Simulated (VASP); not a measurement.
# Li2GaC6 (F-43m) in VASP: further runs

Runs on Li2GaC6. Level: PBE. Tasks: single point, relaxation of cell and atoms.

Everything below comes from runs of VASP 6.6.1. Logs are shortened: lines on timing, memory, paths and dates and some standing lists are left out, and cuts for length are marked.

**1. The cell of the first run**

It takes space group F-43m (No. 216, cubic). Conventional cell: a = 9.045 Å, b = 9.045 Å, c = 9.045 Å, α = 90.00°, β = 90.00°, γ = 90.00°. Li (site symmetry -43m) has 12 C at 3.38 Å and 4 Li at 3.92 Å and 4 Ga at 3.92 Å within 4.4 Å. Within 4.7 Å of Li (site symmetry -43m) lie 30 C at 3.36 to 4.67 Å and 4 Li at 3.92 Å and 6 Ga at 4.52 Å. Within 1.6 Å of Ga (site symmetry -43m) lie 6 C at 1.16 Å. C (site symmetry 2mm) has 1 Ga at 1.16 Å and 4 C at 1.64 Å within 1.7 Å.

The cell was built from a structure type or drawn by symmetry, and may not be a known phase.

**2. Single point, PBE, collinear spin**

File INCAR:

```
PREC = Accurate ; ENCUT = 520
EDIFF = 1E-6 ; ISMEAR = 0
SIGMA = 0.1 ; LREAL = False
LASPH = True ; NELM = 150
ALGO = Normal ; ISIF = 2
LWAVE = False ; LCHARG = False
ISPIN = 2 ; MAGMOM = 0 0 0 1 1 1 1 1 1
LORBIT = 11 ; GGA = PE
NBANDS = 36
```

File KPOINTS:

```
regular mesh
0
Gamma
  4 4 4
```

File POSCAR:

```
Li2GaC6
1.0
    0.0000000000      4.5223572600      4.5223572600
    4.5223572600      0.0000000000      4.5223572600
    4.5223572600      4.5223572600      0.0000000000
Li Ga C
2 1 6
Direct
    0.2500000000      0.2500000000      0.2500000000
    0.5000000000      0.5000000000      0.5000000000
    0.0000000000      0.0000000000      0.0000000000
    0.1284943900      0.8715056100      0.8715056100
    0.8715056100      0.1284943900      0.1284943900
    0.8715056100      0.1284943900      0.8715056100
    0.1284943900      0.8715056100      0.1284943900
    0.8715056100      0.8715056100      0.1284943900
    0.1284943900      0.1284943900      0.8715056100
```

Potentials or basis: VASP PAW PBE potentials, release 64 (Li_sv, Ga_d, C).

Launch:

```bash
> cat potpaw_PBE.64/Li_sv/POTCAR potpaw_PBE.64/Ga_d/POTCAR potpaw_PBE.64/C/POTCAR > POTCAR
> mpirun -np 1 vasp_std > vasp.out
```

OUTCAR:

```text
PREC = Accurate
   ENCUT = 520
   EDIFF = 1E-6
   ISMEAR = 0
   LREAL = False
   LASPH = True
   NELM = 150
   ISIF = 2
   ISPIN = 2
   LORBIT = 11
   GGA = PE

 ion  position               nearest neighbor table
   1  0.250  0.250  0.250-
   2  0.500  0.500  0.500-
   3  0.000  0.000  0.000-   4 1.16   5 1.16   6 1.16   7 1.16   8 1.16   9 1.16
   4  0.128  0.872  0.872-   3 1.16   6 1.64   7 1.64   8 1.64   9 1.64
   5  0.872  0.128  0.128-   3 1.16   6 1.64   7 1.64   8 1.64   9 1.64
   6  0.872  0.128  0.872-   3 1.16   4 1.64   5 1.64   8 1.64   9 1.64
   7  0.128  0.872  0.128-   3 1.16   4 1.64   5 1.64   8 1.64   9 1.64
   8  0.872  0.872  0.128-   3 1.16   4 1.64   5 1.64   6 1.64   7 1.64
   9  0.128  0.128  0.872-   3 1.16   4 1.64   5 1.64   6 1.64   7 1.64

 -----------------------------------------------------------------------------
|                                                                             |
|           W    W    AA    RRRRR   N    N  II  N    N   GGGG   !!!           |
|           W    W   A  A   R    R  NN   N  II  NN   N  G    G  !!!           |
|           W    W  A    A  R    R  N N  N  II  N N  N  G       !!!           |
|           W WW W  AAAAAA  RRRRR   N  N N  II  N  N N  G  GGG   !            |
|           WW  WW  A    A  R   R   N   NN  II  N   NN  G    G                |
|           W    W  A    A  R    R  N    N  II  N    N   GGGG   !!!           |
|                                                                             |
|     The distance between some ions is very small. Please check the          |
|     nearest-neighbor list in the OUTCAR file.                               |
|     I HOPE YOU KNOW WHAT YOU ARE DOING!                                     |
|                                                                             |
 -----------------------------------------------------------------------------

  LATTYP: Found a face centered cubic cell.
 ALAT       =     9.0447145200

  Lattice vectors:

 A1 = (   0.0000000000,   4.5223572600,   4.5223572600)
 A2 = (   4.5223572600,   0.0000000000,   4.5223572600)
 A3 = (   4.5223572600,   4.5223572600,   0.0000000000)

Analysis of symmetry for initial positions (statically):
=====================================================================
 Subroutine PRICEL returns:
 Original cell was already a primitive cell.

 Routine SETGRP: Setting up the symmetry group for a
 face centered cubic supercell.

 Subroutine GETGRP returns: Found 24 space group operations
 (whereof 24 operations were pure point group operations)
 out of a pool of 48 trial point group operations.

The static configuration has the point symmetry T_d .

Analysis of symmetry for dynamics (positions and initial velocities):
=====================================================================
 Subroutine PRICEL returns:
 Original cell was already a primitive cell.

 Routine SETGRP: Setting up the symmetry group for a
 face centered cubic supercell.

 Subroutine GETGRP returns: Found 24 space group operations
 (whereof 24 operations were pure point group operations)
 out of a pool of 48 trial point group operations.

The dynamic configuration has the point symmetry T_d .

Analysis of structural, dynamic, and magnetic symmetry:
=====================================================================
 Subroutine PRICEL returns:
 Original cell was already a primitive cell.

 Routine SETGRP: Setting up the symmetry group for a
 face centered cubic supercell.

 Subroutine GETGRP returns: Found 24 space group operations
 (whereof 24 operations were pure point group operations)
 out of a pool of 48 trial point group operations.

The overall configuration has the point symmetry T_d .

 Subroutine INISYM returns: Found 24 space group operations
 (whereof 24 operations are pure point group operations),
 and found     1 'primitive' translations

----------------------------------------------------------------------------------------

                                     Primitive cell

  volume of cell :     184.9799

  direct lattice vectors                    reciprocal lattice vectors
     0.000000000  4.522357260  4.522357260    -0.110561809  0.110561809  0.110561809
     4.522357260  0.000000000  4.522357260     0.110561809 -0.110561809  0.110561809
     4.522357260  4.522357260  0.000000000     0.110561809  0.110561809 -0.110561809

  length of vectors
     6.395578971  6.395578971  6.395578971     0.191498671  0.191498671  0.191498671

  position of ions in fractional coordinates (direct lattice)
     0.250000000  0.250000000  0.250000000
     0.500000000  0.500000000  0.500000000
     0.000000000  0.000000000  0.000000000
     0.128494390  0.871505610  0.871505610
     0.871505610  0.128494390  0.128494390
     0.871505610  0.128494390  0.871505610
     0.128494390  0.871505610  0.128494390
     0.871505610  0.871505610  0.128494390
     0.128494390  0.128494390  0.871505610

[... 62 lines left out ...]
  volume/ion in A,a.u.               =      20.55       138.70
  Fermi-wavevector in a.u.,A,eV,Ry     =   1.006598  1.902195 13.785964  1.013240
  Thomas-Fermi vector in A             =   2.139351
   LORBIT       =     11    0 simple, 1 ext, 2 COOP (PROOUT), +10 PAW based schemes
   GGA     = PE    functional components
   LHFCALC =     F    Hartree Fock is set to
   AEXX    =    0.0000 exact exchange contribution
   IVDW    =     0    specifies the selected vdW correction
   LEPSILON=     F    determine dielectric tensor
   LRPA    =     F    only Hartree local field effects (RPA)
 spin polarized calculation
 Gauss-broadening in eV      SIGMA  =   0.10
  energy-cutoff  :      520.00
  volume of cell :      184.98
 maximum number of plane-waves:      4994
   NGX = 23   NGY = 23   NGZ = 23

 number of electron      43.0000001 magnetization       2.9999861

 Free energy of the ion-electron system (eV)
  ---------------------------------------------------
  ext. energy  EPLUGINS =         0.00000000
  ---------------------------------------------------
  free energy    TOTEN  =        86.78129766 eV

  energy without entropy =       86.78129766  energy(sigma->0) =       86.78129766

 E-fermi :  -0.5083     XC(G=0):  -6.2812

 val. band max:       -1.0726573150   @ k =   0.5000   0.0000   0.0000
 cond. band min:      -0.0119677239   @ k =  -0.2500   0.2500   0.0000
 fundamental gap:      1.0606895911
 Fermi energy:        -0.5083287812

 spin component 1

 k-point     1 :       0.0000    0.0000    0.0000
  band No.  band energies     occupation
      1     -48.8498      1.00000
      2     -48.2513      1.00000
      3     -32.6203      1.00000
      4     -32.6203      1.00000
      5     -30.0069      1.00000
      6     -30.0068      1.00000
[... 277 lines left out ...]
     32       6.1347      0.00000
     33       6.1560      0.00000
 Fermi energy:        -0.5083287812

 spin component 2

 k-point     1 :       0.0000    0.0000    0.0000
  band No.  band energies     occupation
      1     -48.8541      1.00000
      2     -48.2577      1.00000
      3     -32.4976      1.00000
      4     -32.4976      1.00000
      5     -29.8419      1.00000
      6     -29.8419      1.00000
[... 277 lines left out ...]
     32       6.4923      0.00000
     33       6.7296      0.00000
 [bands above 33 left out]

------------------------ aborting loop because EDIFF is reached ----------------------------------------

  FORCE on cell =-STRESS in cart. coord.  units (eV):
  Direction    XX          YY          ZZ          XY          YZ          ZX
  --------------------------------------------------------------------------------------
  -------------------------------------------------------------------------------------
  Total      218.9197320    218.9197320    218.9197320     -0.0000000      0.0000000      0.0000000
  in kB     1896.1421414   1896.1421414   1896.1421414     -0.0000000      0.0000000      0.0000000
  external PRESSURE =    1896.1421414 kB  Pullay stress =       0.0000000 kB

 VOLUME and BASIS-vectors are now :
 -----------------------------------------------------------------------------
  energy-cutoff  :      520.00
  volume of cell :      184.98
      direct lattice vectors                 reciprocal lattice vectors
     0.000000000  4.522357260  4.522357260    -0.110561809  0.110561809  0.110561809
     4.522357260  0.000000000  4.522357260     0.110561809 -0.110561809  0.110561809
     4.522357260  4.522357260  0.000000000     0.110561809  0.110561809 -0.110561809

 POSITION                                       TOTAL-FORCE (eV/Angst)
 -----------------------------------------------------------------------------------
      2.26118      2.26118      2.26118        -0.000000      0.000000     -0.000000
      4.52236      4.52236      4.52236        -0.000000      0.000000     -0.000000
      0.00000      0.00000      0.00000        -0.000000      0.000000     -0.000000
      7.88252      4.52236      4.52236       -96.629520     -0.000000     -0.000000
      1.16220      4.52236      4.52236        96.629520     -0.000000     -0.000000
      4.52236      7.88252      4.52236        -0.000000    -96.629520     -0.000000
      4.52236      1.16220      4.52236        -0.000000     96.629520     -0.000000
      4.52236      4.52236      7.88252        -0.000000     -0.000000    -96.629520
      4.52236      4.52236      1.16220        -0.000000     -0.000000     96.629520
 -----------------------------------------------------------------------------------
    total drift:                               -0.000000     -0.000000      0.000000

  FREE ENERGIE OF THE ION-ELECTRON SYSTEM (eV)
  ---------------------------------------------------
  free  energy   TOTEN  =        86.7812976568 eV

  energy  without entropy=       86.7812976568  energy(sigma->0) =       86.78129766

 total charge

# of ion       s       p       d       tot
------------------------------------------
    1        1.986   0.006   0.000   1.992
    2        1.987   0.007   0.000   1.994
    3        2.112   5.920  13.719  21.750
    4        1.031   1.930   0.000   2.961
    5        1.031   1.930   0.000   2.961
    6        1.031   1.930   0.000   2.961
    7        1.031   1.930   0.000   2.961
    8        1.031   1.930   0.000   2.961
    9        1.031   1.930   0.000   2.961
--------------------------------------------------
tot         12.272  17.514  13.719  43.505

 magnetization (x)

# of ion       s       p       d       tot
------------------------------------------
    1       -0.001  -0.000   0.000  -0.001
    2       -0.001  -0.001   0.000  -0.002
    3        0.002  -0.037   0.049   0.014
    4        0.018   0.325   0.000   0.343
    5        0.018   0.325   0.000   0.343
    6        0.018   0.325   0.000   0.343
    7        0.018   0.325   0.000   0.343
    8        0.018   0.325   0.000   0.343
    9        0.018   0.325   0.000   0.343
--------------------------------------------------
tot          0.108   1.912   0.049   2.069
```

It took 2 min on 1 thread of AMD EPYC 9R45 (Zen 5), shared host; peak memory 0.41 GiB.

Results:

```yaml
Free_energy: 86.7813 eV
Largest_force: 96.630 eV/Å
Band_gap_on_the_k_mesh: 1.06 eV
Net_moment: 3.00 μB per cell
Site_moments: Li -0.00; Ga +0.01; C +0.34 μB
```

Forces in eV/Å, atoms in the order of the input:
```
Li    0.000   0.000   0.000
Li    0.000   0.000   0.000
Ga    0.000   0.000   0.000
C   -96.630   0.000   0.000
C    96.630   0.000   0.000
C     0.000 -96.630   0.000
C     0.000  96.630   0.000
C     0.000   0.000 -96.630
C     0.000   0.000  96.630
```

Caveat: the cutoff is under 1.25 times the usual one of these potentials, so pressure, stress and relaxed cells hold a basis-set (Pulay) error; atoms lie so close that the PAW spheres overlap strongly, which falsifies energies and pressures; forces of over 1 eV/Å act on the atoms, so gaps and moduli don't describe the material at rest.

**3. Relaxation of cell and atoms, PBE**

This run uses another cell than the first one, of 11.98 Å³/atom.

File INCAR:

```
SYSTEM = Li2GaC6
  PREC = Accurate
  ENCUT = 600
  EDIFF = 1E-6
  ISMEAR = 0
  SIGMA = 0.1
  LREAL = .FALSE.
  LASPH = .TRUE.
  NELM = 80
  ALGO = Normal
  ISIF = 3
  LWAVE = .FALSE.
  LCHARG = .FALSE.
  GGA = PE
  IBRION = 2
  NSW = 100
  EDIFFG = -0.01
```

File KPOINTS:

```
regular mesh
0
G
  10 10 10
  0 0 0
```

File POSCAR:

```
Li2GaC6
1.0
    0.0000000000      3.7781716402      3.7781716402
    3.7781716402      0.0000000000      3.7781716402
    3.7781716402      3.7781716402      0.0000000000
Li Ga C
2 1 6
Direct
    0.7500000000      0.7500000000      0.7500000000
    0.5000000000      0.5000000000      0.5000000000
    0.0000000000      0.0000000000      0.0000000000
    0.2753309717      0.7246690283      0.7246690283
    0.7246690283      0.2753309717      0.2753309717
    0.7246690283      0.7246690283      0.2753309717
    0.2753309717      0.2753309717      0.7246690283
    0.2753309717      0.7246690283      0.2753309717
    0.7246690283      0.2753309717      0.7246690283
```

Potentials or basis: VASP PAW PBE potentials, release 64 (Li_sv, Ga_d, C).

Launch:

```bash
> cat potpaw_PBE.64/Li_sv/POTCAR potpaw_PBE.64/Ga_d/POTCAR potpaw_PBE.64/C/POTCAR > POTCAR
> mpirun -np 1 vasp_std > vasp.out
```

Wall time 6.5 min (1 thread of AMD EPYC 9R45 (Zen 5), shared host); peak memory 0.4 GiB.

Results (log left out):

| Item | Value |
| --- | --- |
| Free energy | -34.7184 eV |
| Relaxed volume | 12.06 Å³/atom |
| Relaxed cell | a = 5.354 Å, b = 5.354 Å, c = 5.354 Å, α = 60.00°, β = 60.00°, γ = 60.00° |
| Space group after relaxing (to 0.1 Å) | F-43m (No. 216) |
| Energy gained by relaxing | 0.2 meV/atom |
| Ionic steps | 4 |
| Pressure after relaxing | -0.1 GPa |
| Largest force after relaxing | 0.009 eV/Å |
| Band gap on the k mesh | zero (an odd number of electrons rules out a gap without spin polarisation) |

Forces on the atoms (eV/Å):
```
Li   0.000  0.000  0.000
Li   0.000  0.000  0.000
Ga   0.000  0.000  0.000
C    0.009  0.000  0.000
C   -0.009  0.000  0.000
C    0.000  0.000  0.009
C    0.000  0.000 -0.009
C    0.000 -0.009  0.000
C    0.000  0.009  0.000
```

Step by step:
```tsv
step	energy change (eV)	largest force (eV/Å)	pressure (GPa)	volume (Å³)
1	0.0000	0.0760	0.36	107.86
2	-0.0018	0.0339	0.09	108.28
3	-0.0022	0.0133	-0.04	108.49
4	-0.0022	0.0089	-0.05	108.53
```

Final structure:
```yaml
crystal:
  lattice:
    - [0.00000, 3.78597, 3.78597]
    - [3.78597, 0.00000, 3.78597]
    - [3.78597, 3.78597, 0.00000]
  atoms:
    - { symbol: Li, position: [0.75000, 0.75000, 0.75000] }
    - { symbol: Li, position: [0.50000, 0.50000, 0.50000] }
    - { symbol: Ga, position: [0.00000, 0.00000, 0.00000] }
    - { symbol: C, position: [0.27456, 0.72544, 0.72544] }
    - { symbol: C, position: [0.72544, 0.27456, 0.27456] }
    - { symbol: C, position: [0.72544, 0.72544, 0.27456] }
    - { symbol: C, position: [0.27456, 0.27456, 0.72544] }
    - { symbol: C, position: [0.27456, 0.72544, 0.27456] }
    - { symbol: C, position: [0.72544, 0.27456, 0.72544] }
```

Levels at points of the mesh, in eV from the Fermi level:
| k point | band 18 | band 19 | band 20 | band 21 | band 22 | band 23 | band 24 | band 25 |
| --- | --- | --- | --- | --- | --- | --- | --- | --- |
| (0.00, 0.00, 0.00) | -3.33 | -3.33 | -3.33 | 1.32 | 1.32 | 1.32 | 2.29 | 2.29 |
| (0.50, 0.00, 0.00) | -1.60 | -1.46 | -1.46 | -0.39 | -0.39 | -0.28 | 0.09 | 0.09 |
| (0.50, 0.50, 0.00) | -2.62 | -1.16 | -1.16 | -0.29 | -0.03 | 0.15 | 0.15 | 0.36 |

Caveat: the cutoff is under 1.25 times the usual one of these potentials, so pressure, stress and relaxed cells hold a basis-set (Pulay) error.

**4. Single point, PBE**

This run uses another cell than the first one, of 12.03 Å³/atom.

File INCAR:

```
SYSTEM = Li2GaC6
PREC = Accurate
ENCUT = 910
EDIFF = 1E-6
ISMEAR = 0
SIGMA = 0.1
LREAL = .False.
LASPH = .True.
NELM = 120
ALGO = Normal
ISIF = 2
LWAVE = .False.
LCHARG = .False.
GGA = PE
NBANDS = 32
GGA_COMPAT = .False.
```

File KPOINTS:

```
Automatic mesh
0
Gamma
  10 10 10
  0 0 0
```

File POSCAR:

```
Li2GaC6
1.0
    0.0000000000      3.7830169495      3.7830169495
    3.7830169495      0.0000000000      3.7830169495
    3.7830169495      3.7830169495      0.0000000000
Li Ga C
2 1 6
Direct
    0.7500000000      0.7500000000      0.7500000000
    0.5000000000      0.5000000000      0.5000000000
    0.0000000000      0.0000000000      0.0000000000
    0.2750735664      0.7249264336      0.7249264336
    0.7249264336      0.2750735664      0.2750735664
    0.7249264336      0.7249264336      0.2750735664
    0.2750735664      0.2750735664      0.7249264336
    0.2750735664      0.7249264336      0.2750735664
    0.7249264336      0.2750735664      0.7249264336
```

Potentials or basis: VASP PAW PBE potentials, release 64 (Li_sv, Ga_d, C_h).

Launch:

```bash
> cat potpaw_PBE.64/Li_sv/POTCAR potpaw_PBE.64/Ga_d/POTCAR potpaw_PBE.64/C_h/POTCAR > POTCAR
> mpirun -np 1 vasp_std > vasp.out
```

Run time: 5.7 min. Hardware: 1 thread of AMD EPYC 9R45 (Zen 5), shared host; peak memory 0.56 GiB.

The run converged. Its results:

```
Free energy            : -34.7472 eV
Pressure               : 0.1 GPa
Largest force          : 0.042 eV/Å
Band gap on the k mesh : zero (an odd number of electrons rules out a gap without spin polarisation)
```

Forces on the atoms (eV/Å):
```
Li   0.000  0.000  0.000
Li   0.000  0.000  0.000
Ga   0.000  0.000  0.000
C    0.042  0.000  0.000
C   -0.042  0.000  0.000
C    0.000  0.000  0.042
C    0.000  0.000 -0.042
C    0.000 -0.042  0.000
C    0.000  0.042  0.000
```

Levels at points of the mesh, in eV from the Fermi level:
```
           k point  band 17  band 18  band 19  band 20  band 21  band 22  band 23  band 24  band 25  band 26
(0.00, 0.00, 0.00)    -4.43    -3.36    -3.36    -3.36     1.31     1.31     1.31     2.30     2.30     2.30
(0.50, 0.00, 0.00)    -2.27    -1.63    -1.48    -1.48    -0.40    -0.40    -0.28     0.10     0.10     1.88
(0.50, 0.50, 0.00)    -2.73    -2.62    -1.19    -1.19    -0.31    -0.02     0.14     0.14     0.36     1.11
```

Caveat: the cutoff is under 1.25 times the usual one of these potentials, so pressure, stress and relaxed cells hold a basis-set (Pulay) error.

**5. Summary**

| task | potentials or basis | spin | cell | k mesh | cutoff (eV) | gap on the mesh (eV) | pressure (GPa) | largest force (eV/Å) |
| --- | --- | --- | --- | --- | --- | --- | --- | --- |
| single point | VASP PAW PBE potentials, release 64 (Li_sv, Ga_d, C) | collinear | a = 6.396 Å, angles 60.0°, 9 atoms, atomic positions A | 4 × 4 × 4 | 520 | 1.06 | - | 96.63 |
| relaxation of cell and atoms | VASP PAW PBE potentials, release 64 (Li_sv, Ga_d, C) | off | relaxed from a = 5.343 Å, angles 60.0°, 9 atoms, atomic positions B | 10 × 10 × 10 | 600 | none | -0.1 | 0.01 |
| single point | VASP PAW PBE potentials, release 64 (Li_sv, Ga_d, C_h) | off | a = 5.350 Å, angles 60.0°, 9 atoms, atomic positions B | 10 × 10 × 10 | 910 | none | 0.1 | 0.04 |

Alike in all rows: level PBE; smearing gaussian 0.1 eV.

Caveats: the cutoff is under 1.25 times the usual one of these potentials, so pressure, stress and relaxed cells hold a basis-set (Pulay) error; atoms lie so close that the PAW spheres overlap strongly, which falsifies energies and pressures (at least some runs); forces of over 1 eV/Å act on the atoms, so gaps and moduli don't describe the material at rest (at least some runs).

Total energies depend on the potentials used, so only differences within one code and one set of settings carry meaning.
